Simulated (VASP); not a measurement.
# Rh (P6_3/mmc) in VASP: a series of runs, part 2 of 3

VASP 6.6.1. Earlier steps stand in the parts before.

## (3) Single point, PBE (13.25 Å³/atom)

This run uses another cell than the first one, of 13.25 Å³/atom.

The input, INCAR:

```
PREC = Accurate
ENCUT = 520
EDIFF = 1E-7
ISMEAR = 0
SIGMA = 0.15
LREAL = False
LASPH = True
NELM = 80
ALGO = Fast
ISIF = 2
LWAVE = False
LCHARG = False
GGA = PE
NBANDS = 22
```

The input, KPOINTS:

```
regular mesh
0
Gamma
  21 21 12
```

The input, POSCAR:

```
Rh
1.0
    2.5641244678      0.0000000000      0.0000000000
   -1.2820622339      2.2205969276      0.0000000000
    0.0000000000      0.0000000000      4.6551679713
Rh
2
Direct
    0.6666666667      0.3333333333      0.7500000000
    0.3333333333      0.6666666667      0.2500000000
```

Potentials or basis: VASP PAW PBE potentials, release 64 (Rh_pv).

On the command line:

```console
$ cat potpaw_PBE.64/Rh_pv/POTCAR > POTCAR
$ mpirun -np 1 vasp_std > vasp.out
```

OUTCAR:

```text
PREC = Accurate
   ENCUT = 520
   EDIFF = 1E-7
   ISMEAR = 0
   LREAL = False
   LASPH = True
   NELM = 80
   ISIF = 2
   GGA = PE

 ion  position               nearest neighbor table
   1  0.667  0.333  0.750-   2 2.76   2 2.76   2 2.76   2 2.76   2 2.76   2 2.76
   2  0.333  0.667  0.250-   1 2.76   1 2.76   1 2.76   1 2.76   1 2.76   1 2.76

  LATTYP: Found a hexagonal cell.
 ALAT       =     2.5641244678
 C/A-ratio  =     1.8155000000

  Lattice vectors:

 A1 = (   2.5641244678,   0.0000000000,   0.0000000000)
 A2 = (  -1.2820622339,   2.2205969276,   0.0000000000)
 A3 = (   0.0000000000,   0.0000000000,   4.6551679713)

Analysis of symmetry for initial positions (statically):
=====================================================================
 Subroutine PRICEL returns:
 Original cell was already a primitive cell.

 Routine SETGRP: Setting up the symmetry group for a
 hexagonal supercell.

 Subroutine GETGRP returns: Found 24 space group operations
 (whereof 12 operations were pure point group operations)
 out of a pool of 24 trial point group operations.

The static configuration has the point symmetry D_3d.
[... 155 lines left out ...]
 number of electron      30.0000004 magnetization

 Free energy of the ion-electron system (eV)
  ---------------------------------------------------
  ext. energy  EPLUGINS =         0.00000000
  ---------------------------------------------------
  free energy    TOTEN  =       -14.11000816 eV

  energy without entropy =      -14.07729437  energy(sigma->0) =      -14.09365126

 E-fermi :  12.5890     XC(G=0): -14.2543

 val. band max:       12.5856505304   @ k =   0.3333   0.3333   0.2500
 cond. band min:      12.5916118493   @ k =   0.1429   0.0000   0.5000
 fundamental gap:      0.0059613189
 Fermi energy:        12.5889652266

 k-point     1 :       0.0000    0.0000    0.0000
  band No.  band energies     occupation
      1     -34.4669      2.00000
      2     -33.8540      2.00000
      3     -33.8540      2.00000
      4     -33.8482      2.00000
      5     -33.7940      2.00000
      6     -33.7940      2.00000
[... 589 lines left out ...]
     21      30.0141      0.00000
     22      30.4540      0.00000

 [... further k-points ...]
[... 5 lines left out ...]
  --------------------------------------------------------------------------------------
  -------------------------------------------------------------------------------------
  Total        6.0999749      6.0999749     -0.7862696      0.0000000     -0.0000000      0.0000000
  in kB      368.7180833    368.7180833    -47.5267254      0.0000000     -0.0000000      0.0000000
  external PRESSURE =     229.9698137 kB  Pullay stress =       0.0000000 kB

 VOLUME and BASIS-vectors are now :
 -----------------------------------------------------------------------------
  energy-cutoff  :      520.00
  volume of cell :       26.51
      direct lattice vectors                 reciprocal lattice vectors
     2.564124468  0.000000000  0.000000000     0.389996668  0.225164682  0.000000000
    -1.282062234  2.220596928  0.000000000     0.000000000  0.450329363  0.000000000
     0.000000000  0.000000000  4.655167971     0.000000000  0.000000000  0.214815020

 POSITION                                       TOTAL-FORCE (eV/Angst)
 -----------------------------------------------------------------------------------
      1.28206      0.74020      3.49138         0.000000     -0.000000      0.000000
     -0.00000      1.48040      1.16379        -0.000000      0.000000      0.000000
 -----------------------------------------------------------------------------------
    total drift:                               -0.000000      0.000000     -0.000000

  FREE ENERGIE OF THE ION-ELECTRON SYSTEM (eV)
  ---------------------------------------------------
  free  energy   TOTEN  =       -14.1100081568 eV

  energy  without entropy=      -14.0772943732  energy(sigma->0) =      -14.09365126
```

OSZICAR:

```text
N       E                     dE             d eps       ncg     rms          rms(c)
DAV:   1     0.327843695533E+03    0.32784E+03   -0.18987E+04 14856   0.160E+03
DAV:   2    -0.780106497465E+01   -0.33564E+03   -0.32382E+03 15378   0.477E+02
DAV:   3    -0.149702624027E+02   -0.71692E+01   -0.71313E+01 17424   0.786E+01
DAV:   4    -0.150175666749E+02   -0.47304E-01   -0.47300E-01 16534   0.642E+00
DAV:   5    -0.150183066685E+02   -0.73999E-03   -0.73999E-03 17508   0.826E-01    0.163E+01
RMM:   6    -0.141536250553E+02    0.86468E+00   -0.18234E+00 15256   0.116E+01    0.634E+00
RMM:   7    -0.141162093068E+02    0.37416E-01   -0.12164E-01 15642   0.288E+00    0.240E+00
RMM:   8    -0.141109263833E+02    0.52829E-02   -0.24834E-02 16175   0.150E+00    0.470E-01
RMM:   9    -0.141099877353E+02    0.93865E-03   -0.23597E-03 17330   0.467E-01    0.292E-02
RMM:  10    -0.141100097652E+02   -0.22030E-04   -0.29346E-04 17480   0.175E-01    0.216E-02
RMM:  11    -0.141100098667E+02   -0.10153E-06   -0.29293E-05 18856   0.501E-02    0.841E-03
RMM:  12    -0.141100074656E+02    0.24011E-05   -0.80566E-06 18234   0.236E-02    0.236E-03
RMM:  13    -0.141100081324E+02   -0.66673E-06   -0.23991E-06 19275   0.119E-02    0.199E-03
RMM:  14    -0.141100081568E+02   -0.24398E-07   -0.27866E-07 11939   0.487E-03
   1 F= -.14110008E+02 E0= -.14093651E+02  d E =-.327138E-01
```

stdout:

```text
POSCAR found type information on POSCAR Rh
 POSCAR found :  1 types and       2 ions
 scaLAPACK will be used
 LDA part: xc-table for (Slater+PW92), standard interpolation
 POSCAR, INCAR and KPOINTS ok, starting setup
 FFT: planning ... GRIDC
 FFT: planning ... GRID_SOFT
 FFT: planning ... GRID
 WAVECAR not read
 entering main loop
WARNING in EDDRMM: call to ZHEGV failed, returncode =   6  3     22
WARNING in EDDRMM: call to ZHEGV failed, returncode =   8  4     22
```

Run time: 83 s. Hardware: 1 thread of Intel Xeon 6975P-C (Granite Rapids), shared host; peak memory 0.26 GiB.

Results:

| Quantity | Value |
| --- | --- |
| Free energy | -14.1100 eV |
| Pressure | 23.0 GPa |
| Band gap on the k mesh | zero (bands 15 and 16 overlap by 2.88 eV) |

Stress tensor (GPa, compression positive):
```
36.87  0.00  0.00
 0.00 36.87  0.00
 0.00  0.00 -4.75
```

Caveat: the cell stands under pressure.

## (4) Single point, PBE (13.25 Å³/atom)

This run uses another cell than the first one, of 13.25 Å³/atom.

The input, INCAR:

```
  ALGO = Fast
  EDIFF = 1E-6
  ENCUT = 520
  GGA = PE
  ISIF = 2
  ISMEAR = 0
  LASPH = T
  LCHARG = F
  LREAL = F
  LWAVE = F
  NBANDS = 22
  NELM = 100
  PREC = Accurate
  SIGMA = 0.15
```

The input, KPOINTS:

```
k-points
0
Gamma
  21 21 12
```

The input, POSCAR:

```
Rh
1.0
    2.7234793576      0.0000000000      0.0000000000
   -1.3617396788      2.3586023103      0.0000000000
    0.0000000000      0.0000000000      4.1263435746
Rh
2
Direct
    0.6666666667      0.3333333333      0.7500000000
    0.3333333333      0.6666666667      0.2500000000
```

Potentials or basis: VASP PAW PBE potentials, release 64 (Rh_pv).

On the command line:

```console
$ cat potpaw_PBE.64/Rh_pv/POTCAR > POTCAR
$ mpirun -np 1 vasp_std > vasp.out
```

OUTCAR:

```text
EDIFF = 1E-6
   ENCUT = 520
   GGA = PE
   ISIF = 2
   ISMEAR = 0
   LASPH = T
   LREAL = F
   NELM = 100
   PREC = Accurate

 ion  position               nearest neighbor table
   1  0.667  0.333  0.750-   2 2.59   2 2.59   2 2.59   2 2.59   2 2.59   2 2.59
   2  0.333  0.667  0.250-   1 2.59   1 2.59   1 2.59   1 2.59   1 2.59   1 2.59

  LATTYP: Found a hexagonal cell.
 ALAT       =     2.7234793576
 C/A-ratio  =     1.5151000000

  Lattice vectors:

 A1 = (   2.7234793576,   0.0000000000,   0.0000000000)
 A2 = (  -1.3617396788,   2.3586023103,   0.0000000000)
 A3 = (   0.0000000000,   0.0000000000,   4.1263435746)

Analysis of symmetry for initial positions (statically):
=====================================================================
 Subroutine PRICEL returns:
 Original cell was already a primitive cell.

 Routine SETGRP: Setting up the symmetry group for a
 hexagonal supercell.

 Subroutine GETGRP returns: Found 24 space group operations
 (whereof 12 operations were pure point group operations)
 out of a pool of 24 trial point group operations.

The static configuration has the point symmetry D_3d.
 The point group associated with its full space group is D_6h.

Analysis of symmetry for dynamics (positions and initial velocities):
=====================================================================
 Subroutine PRICEL returns:
 Original cell was already a primitive cell.

 Routine SETGRP: Setting up the symmetry group for a
 hexagonal supercell.

 Subroutine GETGRP returns: Found 24 space group operations
 (whereof 12 operations were pure point group operations)
 out of a pool of 24 trial point group operations.

The dynamic configuration has the point symmetry D_3d.
 The point group associated with its full space group is D_6h.

[... 105 lines left out ...]
   ISYM   =      2    0-nonsym 1-usesym 2-fastsym
   POTIM  = 0.5000    time-step for ionic-motion
   TEBEG  =    0.0;   TEEND  =   0.0 temperature during run
   PSTRESS=    0.0 pullay stress
   NELECT =      30.0000    total number of electrons
   NUPDOWN=      -1.0000    fix difference up-down
   EMIN   =  10.00;   EMAX   =-10.00  energy-range for DOS
   EFERMI =   0.00;   METHOD = LEGACY
   ISMEAR =     0;   SIGMA  =   0.15  broadening in eV -4-tet -1-fermi 0-gaus
   EFERMI_NEDOS =   21; number of points for ismear=-14 and -15
   IALGO  =     68    algorithm
   IMIX   =      4    mixing-type and parameters
     AMIX     =   0.40;   BMIX     =  1.00
     AMIX_MAG =   1.60;   BMIX_MAG =  1.00
  volume/ion in A,a.u.               =      13.25        89.44
  Fermi-wavevector in a.u.,A,eV,Ry     =   1.706084  3.224032 39.602805  2.910724
  Thomas-Fermi vector in A             =   2.785186
   LORBIT       =      0    0 simple, 1 ext, 2 COOP (PROOUT), +10 PAW based schemes
   GGA     = PE    functional components
   LHFCALC =     F    Hartree Fock is set to
   AEXX    =    0.0000 exact exchange contribution
   IVDW    =     0    specifies the selected vdW correction
   LEPSILON=     F    determine dielectric tensor
   LRPA    =     F    only Hartree local field effects (RPA)
 non-spin polarized calculation
 RMM-DIIS sequential band-by-band and
 Gauss-broadening in eV      SIGMA  =   0.15
  energy-cutoff  :      520.00
  volume of cell :       26.51
 maximum number of plane-waves:       731
   NGX = 11   NGY = 11   NGZ = 15

 number of electron      30.0000011 magnetization

 Free energy of the ion-electron system (eV)
  ---------------------------------------------------
  ext. energy  EPLUGINS =         0.00000000
  ---------------------------------------------------
  free energy    TOTEN  =       -14.29357566 eV

  energy without entropy =      -14.25590465  energy(sigma->0) =      -14.27474016

 E-fermi :  12.7235     XC(G=0): -14.2627

 val. band max:       12.7229777042   @ k =   0.3333   0.0952   0.1667
 cond. band min:      12.7297996637   @ k =   0.3810   0.1905   0.0833
 fundamental gap:      0.0068219596
 Fermi energy:        12.7235444677

 k-point     1 :       0.0000    0.0000    0.0000
  band No.  band energies     occupation
      1     -34.8047      2.00000
      2     -33.9936      2.00000
      3     -33.9936      2.00000
      4     -33.8243      2.00000
      5     -33.8230      2.00000
      6     -33.8230      2.00000
[... 589 lines left out ...]
     21      28.0072      0.00000
     22      30.4490      0.00000

 [... further k-points ...]
[... 5 lines left out ...]
  --------------------------------------------------------------------------------------
  -------------------------------------------------------------------------------------
  Total        2.2769602      2.2769602      5.5841629      0.0000000     -0.0000000      0.0000000
  in kB      137.6327619    137.6327619    337.5393941      0.0000000     -0.0000000      0.0000000
  external PRESSURE =     204.2683060 kB  Pullay stress =       0.0000000 kB

 VOLUME and BASIS-vectors are now :
 -----------------------------------------------------------------------------
  energy-cutoff  :      520.00
  volume of cell :       26.51
      direct lattice vectors                 reciprocal lattice vectors
     2.723479358  0.000000000  0.000000000     0.367177374  0.211989956  0.000000000
    -1.361739679  2.358602310  0.000000000     0.000000000  0.423979912  0.000000000
     0.000000000  0.000000000  4.126343575     0.000000000  0.000000000  0.242345307

 POSITION                                       TOTAL-FORCE (eV/Angst)
 -----------------------------------------------------------------------------------
      1.36174      0.78620      3.09476         0.000000      0.000000      0.000000
     -0.00000      1.57240      1.03159        -0.000000     -0.000000      0.000000
 -----------------------------------------------------------------------------------
    total drift:                               -0.000000      0.000000     -0.000000

  FREE ENERGIE OF THE ION-ELECTRON SYSTEM (eV)
  ---------------------------------------------------
  free  energy   TOTEN  =       -14.2935756625 eV

  energy  without entropy=      -14.2559046530  energy(sigma->0) =      -14.27474016
```

stdout:

```text
POSCAR found type information on POSCAR Rh
 POSCAR found :  1 types and       2 ions
 scaLAPACK will be used
 LDA part: xc-table for (Slater+PW92), standard interpolation
 POSCAR, INCAR and KPOINTS ok, starting setup
 FFT: planning ... GRIDC
 FFT: planning ... GRID_SOFT
 FFT: planning ... GRID
 WAVECAR not read
 entering main loop
```

Wall time 75 s (1 thread of Intel Xeon 6975P-C (Granite Rapids), shared host); peak memory 0.25 GiB.

What came out:

```yaml
Free_energy: -14.2936 eV
Pressure: 20.4 GPa
Band_gap_on_the_k_mesh: zero (bands 15 and 16 overlap by 2.32 eV)
```

Stress tensor (GPa, compression positive):
```
13.76  0.00  0.00
 0.00 13.76  0.00
 0.00  0.00 33.75
```

Levels at points of the mesh, in eV from the Fermi level:
```tsv
k point	band 11	band 12	band 13	band 14	band 15	band 16	band 17	band 18	band 19	band 20
(0.00, 0.00, 0.00)	-2.77	-2.58	-2.58	-2.53	-2.53	0.10	0.10	1.40	9.95	15.47
(0.00, 0.00, 0.50)	-3.57	-3.57	-3.11	-3.11	-0.44	-0.44	-0.44	-0.44	15.03	15.03
```

Caveat: the cell stands under pressure.

[end of part 2 of 3]
